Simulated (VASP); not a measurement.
# Sb (R-3m) in VASP: further runs

Sb is run at these levels: PBE, LDA; tasks: single point, relaxation of cell and atoms.

Program: VASP 6.6.1. These are calculated values, not measurements. Logs are shortened: lines on timing, memory, paths and dates and some standing lists are left out, and cuts for length are marked.

**1. The cell of the first run**

The structure is trigonal, space group R-3m (No. 166). The conventional cell has a = 4.308 Å, b = 4.308 Å, c = 11.274 Å, α = 90.00°, β = 90.00°, γ = 120.00°. Within 3.8 Å of Sb (site symmetry 3m) lie 6 Sb at 2.91 to 3.35 Å.

**2. Single point, PBE**

INCAR reads:

```
PREC = Accurate ; ENCUT = 520
EDIFF = 1E-6 ; ISMEAR = 0
SIGMA = 0.024 ; LREAL = False
LASPH = True ; NELM = 60
ALGO = Normal ; ISIF = 2
LWAVE = False ; LCHARG = False
GGA = PE ; NBANDS = 12
```

KPOINTS reads:

```
Automatic mesh
0
Gamma
  8 8 8
```

POSCAR reads:

```
Sb
1.0
    2.1542000000      1.2437279499      3.7580000000
   -2.1542000000      1.2437279499      3.7580000000
    0.0000000000     -2.4874558998      3.7580000000
Sb
2
Direct
    0.7665100000      0.7665100000      0.7665100000
    0.2334900000      0.2334900000      0.2334900000
```

Potentials or basis: VASP PAW PBE potentials, release 64 (Sb).

Run with:

```bash
$ cat potpaw_PBE.64/Sb/POTCAR > POTCAR
$ mpirun -np 1 vasp_std > vasp.out
```

OUTCAR:

```text
PREC = Accurate
   ENCUT = 520
   EDIFF = 1E-6
   ISMEAR = 0
   LREAL = False
   LASPH = True
   NELM = 60
   ISIF = 2
   GGA = PE

 ion  position               nearest neighbor table
   1  0.767  0.767  0.767-   2 2.91   2 2.91   2 2.91   2 3.35   2 3.35   2 3.35
   2  0.233  0.233  0.233-   1 2.91   1 2.91   1 2.91   1 3.35   1 3.35   1 3.35

  LATTYP: Found a trigonal (rhomboedric) cell.
 ALAT       =     4.5066618304
 COS(alpha) =     0.5430253624

  Lattice vectors:

 A1 = (   2.1542000000,   1.2437279499,   3.7580000000)
 A2 = (  -2.1542000000,   1.2437279499,   3.7580000000)
 A3 = (   0.0000000000,  -2.4874558998,   3.7580000000)

Analysis of symmetry for initial positions (statically):
=====================================================================
 Subroutine PRICEL returns:
 Original cell was already a primitive cell.

 Routine SETGRP: Setting up the symmetry group for a
 trigonal (rhombohedral) supercell.

 Subroutine GETGRP returns: Found 12 space group operations
 (whereof 12 operations were pure point group operations)
 out of a pool of 12 trial point group operations.

The static configuration has the point symmetry D_3d.

Analysis of symmetry for dynamics (positions and initial velocities):
=====================================================================
 Subroutine PRICEL returns:
 Original cell was already a primitive cell.

 Routine SETGRP: Setting up the symmetry group for a
 trigonal (rhombohedral) supercell.

 Subroutine GETGRP returns: Found 12 space group operations
 (whereof 12 operations were pure point group operations)
 out of a pool of 12 trial point group operations.

The dynamic configuration has the point symmetry D_3d.

 Subroutine INISYM returns: Found 12 space group operations
 (whereof 12 operations are pure point group operations),
 and found     1 'primitive' translations

----------------------------------------------------------------------------------------

                                     Primitive cell

  volume of cell :      60.4115

  direct lattice vectors                    reciprocal lattice vectors
     2.154200000  1.243727950  3.758000000     0.232104726  0.134005726  0.088699663
    -2.154200000  1.243727950  3.758000000    -0.232104726  0.134005726  0.088699663
     0.000000000 -2.487455900  3.758000000     0.000000000 -0.268011452  0.088699663

  length of vectors
     4.506661830  4.506661830  4.506661830     0.282307932  0.282307932  0.282307932

  position of ions in fractional coordinates (direct lattice)
     0.766510000  0.766510000  0.766510000
     0.233490000  0.233490000  0.233490000

  ion indices of the primitive-cell ions
   primitive index   ion index
                 1           1
                 2           2

----------------------------------------------------------------------------------------

 KPOINTS: Automatic mesh

Automatic generation of k-mesh.
 Grid dimensions read from file:
 generate k-points for:    8    8    8

 Generating k-lattice:

  Cartesian coordinates                     Fractional coordinates (reciprocal lattice)
     0.029013091  0.016750716  0.011087458     0.125000000  0.000000000  0.000000000
    -0.029013091  0.016750716  0.011087458     0.000000000  0.125000000  0.000000000
     0.000000000 -0.033501431  0.011087458     0.000000000  0.000000000  0.125000000

  Length of vectors
     0.035288491  0.035288491  0.035288491

  Shift w.r.t. Gamma in fractional coordinates (k-lattice)
     0.000000000  0.000000000  0.000000000

 Subroutine IBZKPT returns following result:
 ===========================================

 Found     65 irreducible k-points:

 Following reciprocal coordinates:
            Coordinates               Weight
  0.000000  0.000000  0.000000      1.000000
  0.125000 -0.000000  0.000000      6.000000
  0.250000 -0.000000  0.000000      6.000000
  0.375000 -0.000000 -0.000000      6.000000
  0.500000 -0.000000  0.000000      3.000000
  0.125000  0.125000  0.000000      6.000000
[... 16 lines left out ...]
  0.250000  0.125000  0.125000      6.000000
  0.375000  0.125000  0.125000      6.000000
 [... further k-points ...]
   k-points           NKPTS =     65   k-points in BZ     NKDIM =     65   number of bands    NBANDS=     12
   number of dos      NEDOS =    301   number of ions     NIONS =      2
   total plane-waves  NPLWV =  46656
   dimension x,y,z NGX =    36 NGY =   36 NGZ =   36
   dimension x,y,z NGXF=    72 NGYF=   72 NGZF=   72
   ions per type =               2
   NGX,Y,Z   is equivalent  to a cutoff of  13.28, 13.28, 13.28 a.u.
   NGXF,Y,Z  is equivalent  to a cutoff of  26.56, 26.56, 26.56 a.u.
 SYSTEM =  unknown system
   PREC   = accura    normal or accurate (medium, high low for compatibility)
   ISTART =      0    job   : 0-new  1-cont  2-samecut
   ICHARG =      2    charge: 1-file 2-atom 10-const
   ISPIN  =      1    spin polarized calculation?
   LNONCOLLINEAR =      F non collinear calculations
   LSORBIT =      F    spin-orbit coupling
   LASPH  =      T    aspherical Exc in radial PAW
   ENCUT  =  520.0 eV  38.22 Ry    6.18 a.u.   8.38  8.38  8.38*2*pi/ulx,y,z
   NELM   =     60;   NELMIN=  2; NELMDL= -5     # of ELM steps
   EDIFF  = 0.1E-05   stopping-criterion for ELM
   LREAL  =      F    real-space projection
   EDIFFG = 0.1E-04   stopping-criterion for IOM
   NSW    =      0    number of steps for IOM
   IBRION =     -1    ionic relax: 0-MD 1-quasi-New 2-CG
   NFREE  =      0    steps in history (QN), initial steepest desc. (CG)
   ISIF   =      2    stress and relaxation
   ISYM   =      2    0-nonsym 1-usesym 2-fastsym
   POTIM  = 0.5000    time-step for ionic-motion
   TEBEG  =    0.0;   TEEND  =   0.0 temperature during run
   PSTRESS=    0.0 pullay stress
   NELECT =      10.0000    total number of electrons
   NUPDOWN=      -1.0000    fix difference up-down
   EMIN   =  10.00;   EMAX   =-10.00  energy-range for DOS
   EFERMI =   0.00;   METHOD = LEGACY
   ISMEAR =     0;   SIGMA  =   0.02  broadening in eV -4-tet -1-fermi 0-gaus
   EFERMI_NEDOS =   21; number of points for ismear=-14 and -15
   IALGO  =     38    algorithm
   IMIX   =      4    mixing-type and parameters
     AMIX     =   0.40;   BMIX     =  1.00
     AMIX_MAG =   1.60;   BMIX_MAG =  1.00
  volume/ion in A,a.u.               =      30.21       203.84
  Fermi-wavevector in a.u.,A,eV,Ry     =   0.898880  1.698637 10.993305  0.807985
  Thomas-Fermi vector in A             =   2.021644
   LORBIT       =      0    0 simple, 1 ext, 2 COOP (PROOUT), +10 PAW based schemes
   GGA     = PE    functional components
   LHFCALC =     F    Hartree Fock is set to
   AEXX    =    0.0000 exact exchange contribution
   IVDW    =     0    specifies the selected vdW correction
   LEPSILON=     F    determine dielectric tensor
   LRPA    =     F    only Hartree local field effects (RPA)
 non-spin polarized calculation
 Gauss-broadening in eV      SIGMA  =   0.02
  energy-cutoff  :      520.00
  volume of cell :       60.41
 maximum number of plane-waves:      1638
 NGX is ok and might be reduce to    36
   NGX = 17   NGY = 17   NGZ = 17

 number of electron      10.0000000 magnetization

 Free energy of the ion-electron system (eV)
  ---------------------------------------------------
  ext. energy  EPLUGINS =         0.00000000
  ---------------------------------------------------
  free energy    TOTEN  =        -8.25625005 eV

  energy without entropy =       -8.25607458  energy(sigma->0) =       -8.25616231

 E-fermi :   7.3790     XC(G=0):  -9.5309

 val. band max:        7.3784861050   @ k =   0.3750   0.1250   0.1250
 cond. band min:       7.4201633199   @ k =   0.5000   0.5000   0.5000
 fundamental gap:      0.0416772149
 Fermi energy:         7.3789680828

 k-point     1 :       0.0000    0.0000    0.0000
  band No.  band energies     occupation
      1      -5.4388      2.00000
      2       2.4905      2.00000
      3       5.2199      2.00000
      4       5.4838      2.00000
      5       5.4838      2.00000
      6       9.3484      0.00000
      7       9.9804      0.00000
      8       9.9804      0.00000
      9      12.3692      0.00000
     10      12.3692      0.00000
     11      12.5295      0.00000
     12      13.8743      0.00000

 k-point     2 :       0.1250   -0.0000    0.0000
  band No.  band energies     occupation
      1      -5.2663      2.00000
      2       1.7590      2.00000
      3       5.2595      2.00000
      4       5.4428      2.00000
      5       5.7599      2.00000
      6       9.2441      0.00000
      7       9.5455      0.00000
      8       9.5844      0.00000
      9      11.8396      0.00000
     10      12.2839      0.00000
     11      12.4591      0.00000
     12      14.9617      0.00000

 k-point     3 :       0.2500   -0.0000    0.0000
  band No.  band energies     occupation
      1      -4.7540      2.00000
      2       0.2941      2.00000
      3       5.2779      2.00000
      4       5.3706      2.00000
      5       6.2098      2.00000
      6       8.5409      0.00000
      7       8.6642      0.00000
      8       8.7500      0.00000
      9      12.1975      0.00000
     10      12.7838      0.00000
     11      13.2938      0.00000
     12      17.0545      0.00000
[... 286 lines left out ...]
 k-point    23 :       0.2500    0.1250    0.1250
  band No.  band energies     occupation
      1      -5.0348      2.00000
      2       0.9447      2.00000
      3       4.5061      2.00000
      4       5.8263      2.00000
      5       6.7335      2.00000
      6       8.4458      0.00000
      7       8.5073      0.00000
      8      10.2484      0.00000
      9      12.0464      0.00000
     10      12.5180      0.00000
     11      13.3366      0.00000
     12      14.7294      0.00000

 k-point    24 :       0.3750    0.1250    0.1250
  band No.  band energies     occupation
      1      -4.4406      2.00000
      2      -0.2524      2.00000
      3       3.9129      2.00000
      4       5.7469      2.00000
      5       7.3785      1.02266
      6       7.4743      0.00000
      7       7.9573      0.00000
      8      10.3281      0.00000
      9      12.2793      0.00000
     10      13.2346      0.00000
     11      14.4675      0.00000
     12      16.2170      0.00000

 [... further k-points ...]
[... 5 lines left out ...]
  --------------------------------------------------------------------------------------
  -------------------------------------------------------------------------------------
  Total        1.1403618      1.1403618      0.8598535      0.0000000     -0.0000000      0.0000000
  in kB       30.2436232     30.2436232     22.8042409      0.0000000     -0.0000000      0.0000000
  external PRESSURE =      27.7638291 kB  Pullay stress =       0.0000000 kB

 VOLUME and BASIS-vectors are now :
 -----------------------------------------------------------------------------
  energy-cutoff  :      520.00
  volume of cell :       60.41
      direct lattice vectors                 reciprocal lattice vectors
     2.154200000  1.243727950  3.758000000     0.232104726  0.134005726  0.088699663
    -2.154200000  1.243727950  3.758000000    -0.232104726  0.134005726  0.088699663
     0.000000000 -2.487455900  3.758000000     0.000000000 -0.268011452  0.088699663

 POSITION                                       TOTAL-FORCE (eV/Angst)
 -----------------------------------------------------------------------------------
      0.00000      0.00000      8.64163         0.000000     -0.000000     -0.184949
      0.00000      0.00000      2.63237         0.000000      0.000000      0.184949
 -----------------------------------------------------------------------------------
    total drift:                                0.000000     -0.000000     -0.000000

  FREE ENERGIE OF THE ION-ELECTRON SYSTEM (eV)
  ---------------------------------------------------
  free  energy   TOTEN  =        -8.2562500476 eV

  energy  without entropy=       -8.2560745800  energy(sigma->0) =       -8.25616231
```

Wall time 26 s (1 thread of Intel Xeon Platinum 8488C (Sapphire Rapids), shared host); peak memory 0.21 GiB.

Results:

```
Free energy            : -8.2563 eV
Pressure               : 2.8 GPa
Largest force          : 0.185 eV/Å
Band gap on the k mesh : zero (band 5 reaches 7.38 eV, above the bottom of band 6 at 7.08 eV)
```

Forces in eV/Å, atoms in the order of the input:
```
Sb   0.000  0.000 -0.185
Sb   0.000  0.000  0.185
```

Stress tensor (GPa, compression positive):
```
3.02 0.00 0.00
0.00 3.02 0.00
0.00 0.00 2.28
```

Caveat: spin-orbit coupling is left out, which moves the levels of the heavy elements.

(Continued in part 2 of 2.)
